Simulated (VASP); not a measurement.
Write the native input for VASP 6.6.1 that does the following.

```yaml
Task: single point
Functional: PBE
Potentials_or_basis: VASP PAW PBE potentials, release 64 (K_sv, F)
Cutoff: 520 eV
k_mesh: 4 × 4 × 4
Occupations: gaussian, width 0.01 eV
Spin: no spin polarisation
Dipole_correction: no
Further_INCAR_settings: ALGO = Normal; EDIFF = 1e-06; NBANDS = 15
```

The structure of KF lies in POSCAR:

```
KF
1.0
    0.0000000000      2.5671988563      2.5671988563
    2.5671988563      0.0000000000      2.5671988563
    2.5671988563      2.5671988563      0.0000000000
K F
1 1
Direct
    0.0000000000      0.0000000000      0.0000000000
    0.5000000000      0.5000000000      0.5000000000
```

This cell differs from its parent crystal: volume changed by -10%.

These files were run (other wordings do the same):

INCAR

```
SYSTEM = KF
ALGO = Normal
EDIFF = 1E-6
ENCUT = 520
GGA = PE
ISIF = 2
ISMEAR = 0
LASPH = .TRUE.
LCHARG = .FALSE.
LREAL = .FALSE.
LWAVE = .FALSE.
NBANDS = 15
NELM = 80
PREC = Accurate
SIGMA = 0.01
```

KPOINTS

```
k-points
0
G
  4 4 4
  0 0 0
```

Potentials or basis: VASP PAW PBE potentials, release 64 (K_sv, F).

The run is started by

```bash
$ cat potpaw_PBE.64/K_sv/POTCAR potpaw_PBE.64/F/POTCAR > POTCAR
$ mpirun -np 1 vasp_std > vasp.out
```

It gave:

- Pressure: 7.2 GPa
- Band gap on the k mesh: 6.84 eV, direct

Caveat: the k points lie up to 0.53 Å⁻¹ apart.

Run time: 6.1 s on 1 thread of Intel Xeon 6975P-C, on a shared host, peak memory 0.15 GiB.
